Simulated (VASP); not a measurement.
The system is Ta.

```
CELL_PARAMETERS angstrom
-1.65493 1.65493 1.65493
1.65493 -1.65493 1.65493
1.65493 1.65493 -1.65493
ATOMIC_POSITIONS crystal
Ta 0.00000 0.00000 0.00000
```

| Property | Result |
| --- | --- |
| Program | VASP 6.6.1 |
| Task | relaxation of cell and atoms |
| Functional | PBEsol |
| Potentials or basis | VASP PAW PBE potentials, release 64 (Ta_pv) |
| Cutoff | 600 eV |
| k mesh | 18 × 18 × 18 |
| Occupations | gaussian, width 0.1 eV |
| Spin | no spin polarisation |

At the start: pressure -5.1 GPa; volume 18.13 Å³/atom.

Where does the relaxation end?

Over 4 steps the energy falls by 7.5 meV/atom and the volume is 17.67 Å³/atom (-2.5 %); space group Im-3m (No. 229, to 0.05 Å).

Step by step:
```
step  energy change (eV)  largest force (eV/Å)  pressure (GPa)  volume (Å³)
   1              0.0000                0.0000           -5.09        18.13
   2              0.0339                0.0000           13.87        16.66
   3             -0.0075                0.0000           -0.10        17.68
   4             -0.0075                0.0000            0.01        17.67
```

Final structure:
```xyz
1
Lattice="-1.6408 1.6408 1.6408 1.6408 -1.6408 1.6408 1.6408 1.6408 -1.6408" Properties=species:S:1:pos:R:3 pbc="T T T"
Ta    1.6408    1.6408   -1.6408
```

Caveat: the PAW data sets were made with another functional, which shifts forces and pressure a little.
